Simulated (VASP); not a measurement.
# Re (P6_3/mmc) in VASP: a series of runs, part 2 of 2

VASP 6.6.1.

## Step 6: Single point, PBEsol

This run uses another cell than the first one, of 13.92 Å³/atom, 0.940 times its volume.

Input file INCAR:

```
SYSTEM = Re
PREC = Accurate
ENCUT = 520
EDIFF = 1E-7
ISMEAR = -1
SIGMA = 0.05
LREAL = .False.
LASPH = .True.
NELM = 100
ALGO = Fast
ISIF = 2
LWAVE = .False.
LCHARG = .False.
GGA = PS
NBANDS = 22
```

Input file KPOINTS:

```
regular mesh
0
Gamma
  11 11 3
  0 0 0
```

Input file POSCAR:

```
Re
1.0
    2.7099146624      0.0000000000      0.0000000000
   -1.3549573311      2.3468549397      0.0000000000
    0.0000000000      0.0000000000      8.7563685467
Re
4
Direct
    0.6666666667      0.3333333333      0.7500000000
    0.0000000000      0.0000000000      0.5000000000
    0.3333333333      0.6666666667      0.2500000000
    0.0000000000      0.0000000000      0.0000000000
```

Potentials or basis: VASP PAW PBE potentials, release 64 (Re).

On the command line:

```bash
$ cat potpaw_PBE.64/Re/POTCAR > POTCAR
$ mpirun -np 1 vasp_std > vasp.out
```

OUTCAR:

```text
SYSTEM = Re
   PREC = Accurate
   ENCUT = 520
   EDIFF = 1E-7
   ISMEAR = -1
   LREAL = .False.
   LASPH = .True.
   NELM = 100
   ISIF = 2
   GGA = PS

 ion  position               nearest neighbor table
   1  0.667  0.333  0.750-   2 2.69   4 2.69   2 2.69   4 2.69   2 2.69   4 2.69
   2  0.000  0.000  0.500-   1 2.69   3 2.69   3 2.69   1 2.69   1 2.69   3 2.69
   3  0.333  0.667  0.250-   2 2.69   4 2.69   2 2.69   4 2.69   2 2.69   4 2.69
   4  0.000  0.000  0.000-   1 2.69   3 2.69   3 2.69   1 2.69   1 2.69   3 2.69

  LATTYP: Found a hexagonal cell.
 ALAT       =     2.7099146624
 C/A-ratio  =     3.2312340563

  Lattice vectors:

 A1 = (   2.7099146624,   0.0000000000,   0.0000000000)
 A2 = (  -1.3549573311,   2.3468549397,   0.0000000000)
 A3 = (   0.0000000000,   0.0000000000,   8.7563685467)

Analysis of symmetry for initial positions (statically):
=====================================================================
 Subroutine PRICEL returns:
 Original cell was already a primitive cell.

 Routine SETGRP: Setting up the symmetry group for a
 hexagonal supercell.

 Subroutine GETGRP returns: Found 24 space group operations
 (whereof 12 operations were pure point group operations)
 out of a pool of 24 trial point group operations.

The static configuration has the point symmetry D_3d.
 The point group associated with its full space group is D_6h.

Analysis of symmetry for dynamics (positions and initial velocities):
=====================================================================
 Subroutine PRICEL returns:
 Original cell was already a primitive cell.

 Routine SETGRP: Setting up the symmetry group for a
 hexagonal supercell.

 Subroutine GETGRP returns: Found 24 space group operations
 (whereof 12 operations were pure point group operations)
 out of a pool of 24 trial point group operations.

The dynamic configuration has the point symmetry D_3d.
[... 116 lines left out ...]
   NUPDOWN=      -1.0000    fix difference up-down
   EMIN   =  10.00;   EMAX   =-10.00  energy-range for DOS
   EFERMI =   0.00;   METHOD = LEGACY
   ISMEAR =    -1;   SIGMA  =   0.05  broadening in eV -4-tet -1-fermi 0-gaus
   EFERMI_NEDOS =   21; number of points for ismear=-14 and -15
   IALGO  =     68    algorithm
   IMIX   =      4    mixing-type and parameters
     AMIX     =   0.40;   BMIX     =  1.00
     AMIX_MAG =   1.60;   BMIX_MAG =  1.00
  volume/ion in A,a.u.               =      13.92        93.95
  Fermi-wavevector in a.u.,A,eV,Ry     =   1.301784  2.460015 23.056993  1.694641
  Thomas-Fermi vector in A             =   2.432895
   LORBIT       =      0    0 simple, 1 ext, 2 COOP (PROOUT), +10 PAW based schemes
   GGA     = PS    functional components
   LHFCALC =     F    Hartree Fock is set to
   AEXX    =    0.0000 exact exchange contribution
   IVDW    =     0    specifies the selected vdW correction
   LEPSILON=     F    determine dielectric tensor
   LRPA    =     F    only Hartree local field effects (RPA)
 non-spin polarized calculation
 RMM-DIIS sequential band-by-band and
  energy-cutoff  :      520.00
  volume of cell :       55.69
 maximum number of plane-waves:      1523
   NGX = 11   NGY = 11   NGZ = 33

 number of electron      28.0000000 magnetization

 Free energy of the ion-electron system (eV)
  ---------------------------------------------------
  ext. energy  EPLUGINS =         0.00000000
  ---------------------------------------------------
  free energy    TOTEN  =       -53.33663183 eV

  energy without entropy =      -53.31310293  energy(sigma->0) =      -53.32486738

 E-fermi :   8.5120     XC(G=0): -14.1229

 val. band max:        8.5091244707   @ k =   0.3636   0.0909   0.3333
 cond. band min:       8.5359524775   @ k =   0.2727   0.0000   0.0000
 fundamental gap:      0.0268280069
 Fermi energy:         8.5119737415

 k-point     1 :       0.0000    0.0000    0.0000
  band No.  band energies     occupation
      1      -1.8655      2.00000
      2       0.5471      2.00000
      3       0.6346      2.00000
      4       1.3750      2.00000
      5       5.7838      2.00000
      6       5.8850      2.00000
[... 589 lines left out ...]
     21      11.8038      0.00000
     22      12.5647      0.00000

 [... further k-points ...]
[... 5 lines left out ...]
  --------------------------------------------------------------------------------------
  -------------------------------------------------------------------------------------
  Total        6.7292373      6.7292373      6.7624050      0.0000000     -0.0000000     -0.0000000
  in kB      193.6023082    193.6023082    194.5565541      0.0000000     -0.0000000     -0.0000000
  external PRESSURE =     193.9203901 kB  Pullay stress =       0.0000000 kB

 VOLUME and BASIS-vectors are now :
 -----------------------------------------------------------------------------
  energy-cutoff  :      520.00
  volume of cell :       55.69
      direct lattice vectors                 reciprocal lattice vectors
     2.709914662  0.000000000  0.000000000     0.369015310  0.213051089  0.000000000
    -1.354957331  2.346854940  0.000000000     0.000000000  0.426102177  0.000000000
     0.000000000  0.000000000  8.756368547     0.000000000  0.000000000  0.114202594

 POSITION                                       TOTAL-FORCE (eV/Angst)
 -----------------------------------------------------------------------------------
      1.35496      0.78228      6.56728        -0.000000     -0.000000      0.000000
      0.00000      0.00000      4.37818         0.000000      0.000000      0.000000
     -0.00000      1.56457      2.18909         0.000000      0.000000     -0.000000
      0.00000      0.00000      0.00000         0.000000      0.000000      0.000000
 -----------------------------------------------------------------------------------
    total drift:                                0.000000     -0.000000      0.000000

  FREE ENERGIE OF THE ION-ELECTRON SYSTEM (eV)
  ---------------------------------------------------
  free  energy   TOTEN  =       -53.3366318334 eV

  energy  without entropy=      -53.3131029255  energy(sigma->0) =      -53.32486738
```

Run time: 68 s. Hardware: 1 thread of Intel Xeon Platinum 8259CL at 2.50GHz (Skylake/Cascade Lake), shared host; peak memory 0.18 GiB.

What came out:

```
Free energy            : -53.3366 eV
Pressure               : 19.4 GPa
Band gap on the k mesh : zero (band 14 reaches 9.75 eV, above the bottom of band 15 at 7.06 eV)
```

Stress tensor (GPa, compression positive):
```
19.36  0.00  0.00
 0.00 19.36  0.00
 0.00  0.00 19.46
```

Caveat: the PAW data sets were made with another functional, which shifts forces and pressure a little; spin-orbit coupling is left out, which moves the levels of the heavy elements.

## Step 7: Summary

| task | level | cell | k mesh | cutoff (eV) | gap on the mesh (eV) | pressure (GPa) | relaxed volume (Å³/atom) |
| --- | --- | --- | --- | --- | --- | --- | --- |
| relaxation of cell and atoms | PBEsol+D3(BJ) | relaxed from a = 2.766, b = 2.766, c = 8.939 Å, angles 90.0, 90.0, 120.0°, 4 atoms | 11 × 11 × 3 | 600 | - | 0.0 | 14.28 |
| relaxation of cell and atoms | RPBE+D3(BJ) | relaxed from a = 2.766, b = 2.766, c = 8.939 Å, angles 90.0, 90.0, 120.0°, 4 atoms | 11 × 11 × 3 | 600 | - | 0.0 | 13.44 |
| single point | PBE | a = 2.766, b = 2.766, c = 8.939 Å, angles 90.0, 90.0, 120.0°, 4 atoms | 8 × 8 × 3 | 520 | none | 3.2 | - |
| single point | RPBE | a = 2.766, b = 2.766, c = 8.939 Å, angles 90.0, 90.0, 120.0°, 4 atoms | 11 × 11 × 3 | 520 | none | 6.6 | - |
| single point | PBEsol | a = 2.710, b = 2.710, c = 8.756 Å, angles 90.0, 90.0, 120.0°, 4 atoms | 11 × 11 × 3 | 520 | none | 19.4 | - |

Alike in all rows: potentials or basis VASP PAW PBE potentials, release 64 (Re); no spin polarisation; smearing fermi-dirac 0.05 eV.

Caveats: spin-orbit coupling is left out, which moves the levels of the heavy elements; the PAW data sets were made with another functional, which shifts forces and pressure a little (some runs); the bands computed are all filled at some k points, so no gap is given (some runs).

Absolute energies hang on the potentials; compare differences alone.
